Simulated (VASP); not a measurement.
A run of VASP 6.6.1 is set up as follows.

The input INCAR:

```
ALGO = Normal ; EDIFF = 1E-7
ENCUT = 520 ; GGA = PS
GGA_COMPAT = False ; ISIF = 2
ISMEAR = -1 ; LASPH = True
LCHARG = True ; LORBIT = 11
LORBMOM = True ; LREAL = False
LSORBIT = True ; LVHAR = True
LWAVE = False ; MAGMOM = 0 0 0
NBANDS = 16 ; NELM = 150
PREC = Accurate ; SIGMA = 0.05
```

File KPOINTS:

```
k-points
0
Gamma
  7 7 7
```

The input POSCAR:

```
Sb
1.0
    0.0000000000      2.3712425216      2.3712425216
    2.3712425216      0.0000000000      2.3712425216
    2.3712425216      2.3712425216      0.0000000000
Sb
1
Direct
    0.0000000000      0.0000000000      0.0000000000
```

Potentials or basis: VASP PAW PBE potentials, release 64 (Sb).

The run is started by

```sh
$ cat potpaw_PBE.64/Sb/POTCAR > POTCAR
$ mpirun -np 1 vasp_ncl > vasp.out
```

**Question.** What does it give for the net moment?

**Answer.** 0.00 μB per cell.

**Question.** Predict the pressure.

**Answer.** -1.4 GPa.

Moments on the atoms (μB; x, y, z):
```
Sb  0.00 0.00 0.00
```

Caveat: the PAW data sets were made with another functional, which shifts forces and pressure a little.
